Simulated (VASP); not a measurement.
# Ti (P6/mmm) in VASP: a series of runs, part 3 of 3

VASP 6.6.1. The steps go on from the part before.

**4. Single point, PBEsol**

This run uses another cell than the first one, of 16.19 Å³/atom, 1.002 times its volume.

Input file INCAR:

```
  PREC = Accurate
  ENCUT = 520
  EDIFF = 1E-6
  ISMEAR = 0
  SIGMA = 0.15
  LREAL = False
  LASPH = True
  NELM = 100
  ALGO = Fast
  ISIF = 2
  LWAVE = False
  LCHARG = True
  GGA = PS
  LELF = True
  LVHAR = True
  NBANDS = 25
```

Input file KPOINTS:

```
regular mesh
0
Gamma
  12 12 14
```

Input file POSCAR:

```
Ti
1.0
    4.5691000000      0.0000000000      0.0000000000
   -2.2845500000      3.9569566724      0.0000000000
    0.0000000000      0.0000000000      2.6864000000
Ti
3
Direct
    0.0000000000      0.0000000000      0.0000000000
    0.3333333333      0.6666666667      0.5000000000
    0.6666666667      0.3333333333      0.5000000000
```

Potentials or basis: VASP PAW PBE potentials, release 64 (Ti_sv).

The run is started by

```bash
$ cat potpaw_PBE.64/Ti_sv/POTCAR > POTCAR
$ mpirun -np 1 vasp_std > vasp.out
```

OUTCAR:

```text
PREC = Accurate
   ENCUT = 520
   EDIFF = 1E-6
   ISMEAR = 0
   LREAL = False
   LASPH = True
   NELM = 100
   ISIF = 2
   GGA = PS

 ion  position               nearest neighbor table
   1  0.000  0.000  0.000-
   2  0.333  0.667  0.500-   3 2.64   3 2.64   3 2.64
   3  0.667  0.333  0.500-   2 2.64   2 2.64   2 2.64

  LATTYP: Found a hexagonal cell.
 ALAT       =     4.5691000000
 C/A-ratio  =     0.5879494868

  Lattice vectors:

 A1 = (   4.5691000000,   0.0000000000,   0.0000000000)
 A2 = (  -2.2845500000,   3.9569566724,   0.0000000000)
 A3 = (   0.0000000000,   0.0000000000,   2.6864000000)

Analysis of symmetry for initial positions (statically):
=====================================================================
 Subroutine PRICEL returns:
 Original cell was already a primitive cell.

 Routine SETGRP: Setting up the symmetry group for a
 hexagonal supercell.

 Subroutine GETGRP returns: Found 24 space group operations
 (whereof 24 operations were pure point group operations)
 out of a pool of 24 trial point group operations.

The static configuration has the point symmetry D_6h.

Analysis of symmetry for dynamics (positions and initial velocities):
=====================================================================
 Subroutine PRICEL returns:
 Original cell was already a primitive cell.

 Routine SETGRP: Setting up the symmetry group for a
 hexagonal supercell.

 Subroutine GETGRP returns: Found 24 space group operations
 (whereof 24 operations were pure point group operations)
 out of a pool of 24 trial point group operations.

The dynamic configuration has the point symmetry D_6h.

 Subroutine INISYM returns: Found 24 space group operations
 (whereof 24 operations are pure point group operations),
 and found     1 'primitive' translations

[... 108 lines left out ...]
   NUPDOWN=      -1.0000    fix difference up-down
   EMIN   =  10.00;   EMAX   =-10.00  energy-range for DOS
   EFERMI =   0.00;   METHOD = LEGACY
   ISMEAR =     0;   SIGMA  =   0.15  broadening in eV -4-tet -1-fermi 0-gaus
   EFERMI_NEDOS =   21; number of points for ismear=-14 and -15
   IALGO  =     68    algorithm
   IMIX   =      4    mixing-type and parameters
     AMIX     =   0.40;   BMIX     =  1.00
     AMIX_MAG =   1.60;   BMIX_MAG =  1.00
  volume/ion in A,a.u.               =      16.19       109.25
  Fermi-wavevector in a.u.,A,eV,Ry     =   1.481568  2.799757 29.865364  2.195042
  Thomas-Fermi vector in A             =   2.595462
   LORBIT       =      0    0 simple, 1 ext, 2 COOP (PROOUT), +10 PAW based schemes
   GGA     = PS    functional components
   LHFCALC =     F    Hartree Fock is set to
   AEXX    =    0.0000 exact exchange contribution
   IVDW    =     0    specifies the selected vdW correction
   LEPSILON=     F    determine dielectric tensor
   LRPA    =     F    only Hartree local field effects (RPA)
 non-spin polarized calculation
 RMM-DIIS sequential band-by-band and
 Gauss-broadening in eV      SIGMA  =   0.15
  energy-cutoff  :      520.00
  volume of cell :       48.57
 maximum number of plane-waves:      1342
 NGX is ok and might be reduce to    36
   NGX = 17   NGY = 17   NGZ =  9

 number of electron      35.9999999 magnetization

 Free energy of the ion-electron system (eV)
  ---------------------------------------------------
  ext. energy  EPLUGINS =         0.00000000
  ---------------------------------------------------
  free energy    TOTEN  =       -25.00897217 eV

  energy without entropy =      -24.97635260  energy(sigma->0) =      -24.99266239

 E-fermi :   8.7646     XC(G=0): -11.9760

 val. band max:        8.7633742595   @ k =   0.5000   0.0000   0.0000
 cond. band min:       8.7662818515   @ k =   0.2500   0.0833   0.0714
 fundamental gap:      0.0029075920
 Fermi energy:         8.7646135839

 k-point     1 :       0.0000    0.0000    0.0000
  band No.  band energies     occupation
      1     -47.6741      2.00000
      2     -47.4431      2.00000
      3     -47.2810      2.00000
      4     -24.1065      2.00000
      5     -24.1065      2.00000
      6     -24.0286      2.00000
[... 661 lines left out ...]
     24      10.9696      0.00000
     25      11.8663      0.00000

 [... further k-points ...]
[... 5 lines left out ...]
  --------------------------------------------------------------------------------------
  -------------------------------------------------------------------------------------
  Total       -0.4768317     -0.4768317      2.8786002      0.0000000      0.0000000      0.0000000
  in kB      -15.7294345    -15.7294345     94.9575050      0.0000000      0.0000000      0.0000000
  external PRESSURE =      21.1662120 kB  Pullay stress =       0.0000000 kB

 VOLUME and BASIS-vectors are now :
 -----------------------------------------------------------------------------
  energy-cutoff  :      520.00
  volume of cell :       48.57
      direct lattice vectors                 reciprocal lattice vectors
     4.569100000  0.000000000  0.000000000     0.218861483  0.126359736  0.000000000
    -2.284550000  3.956956672  0.000000000     0.000000000  0.252719472  0.000000000
     0.000000000  0.000000000  2.686400000     0.000000000  0.000000000  0.372245384

 POSITION                                       TOTAL-FORCE (eV/Angst)
 -----------------------------------------------------------------------------------
      0.00000      0.00000      0.00000         0.000000      0.000000      0.000000
     -0.00000      2.63797      1.34320        -0.000000      0.000000     -0.000000
      2.28455      1.31899      1.34320        -0.000000      0.000000      0.000000
 -----------------------------------------------------------------------------------
    total drift:                                0.000000      0.000000     -0.000000

  FREE ENERGIE OF THE ION-ELECTRON SYSTEM (eV)
  ---------------------------------------------------
  free  energy   TOTEN  =       -25.0089721731 eV

  energy  without entropy=      -24.9763526020  energy(sigma->0) =      -24.99266239
```

stdout:

```text
POSCAR found type information on POSCAR Ti
 POSCAR found :  1 types and       3 ions
 scaLAPACK will be used
 -----------------------------------------------------------------------------
|                                                                             |
|                                                                             |
|     You enforced a specific xc type in the INCAR file but a different       |
[... 25 lines left out ...]
WARNING in EDDRMM: call to ZHEGV failed, returncode =   6  3     14
WARNING in EDDRMM: call to ZHEGV failed, returncode =   6  3     25
WARNING in EDDRMM: call to ZHEGV failed, returncode =   8  4     24
WARNING in EDDRMM: call to ZHEGV failed, returncode =   8  4      4
WARNING in EDDRMM: call to ZHEGV failed, returncode =   6  3     11
WARNING in EDDRMM: call to ZHEGV failed, returncode =   8  4     21
WARNING in EDDRMM: call to ZHEGV failed, returncode =   8  4      7
```

It took 4 min on 1 thread of Intel Xeon 6975P-C (Granite Rapids), shared host; peak memory 0.26 GiB.

What came out:

```yaml
Free_energy: -25.0090 eV
Pressure: 2.1 GPa
Band_gap_on_the_k_mesh: zero (band 18 reaches 8.84 eV, above the bottom of band 19 at 8.53 eV)
```

Caveat: the PAW data sets were made with another functional, which shifts forces and pressure a little.

**5. Summary**

| cell | gap on the mesh (eV) | pressure (GPa) |
| --- | --- | --- |
| a = 4.407, b = 4.407, c = 2.882 Å, angles 90.0, 90.0, 120.0°, 3 atoms | none | 1.8 |
| a = 4.434, b = 4.434, c = 2.854 Å, angles 90.0, 90.0, 120.0°, 3 atoms | none | 1.5 |
| a = 4.569, b = 4.569, c = 2.686 Å, angles 90.0, 90.0, 120.0°, 3 atoms | none | 2.1 |

Alike in all rows: task single point; level PBEsol; potentials or basis VASP PAW PBE potentials, release 64 (Ti_sv); no spin polarisation; k mesh 12 × 12 × 14; cutoff (eV) 520; smearing gaussian 0.15 eV.

Caveats: the PAW data sets were made with another functional, which shifts forces and pressure a little.

Absolute energies hang on the potentials; compare differences alone.
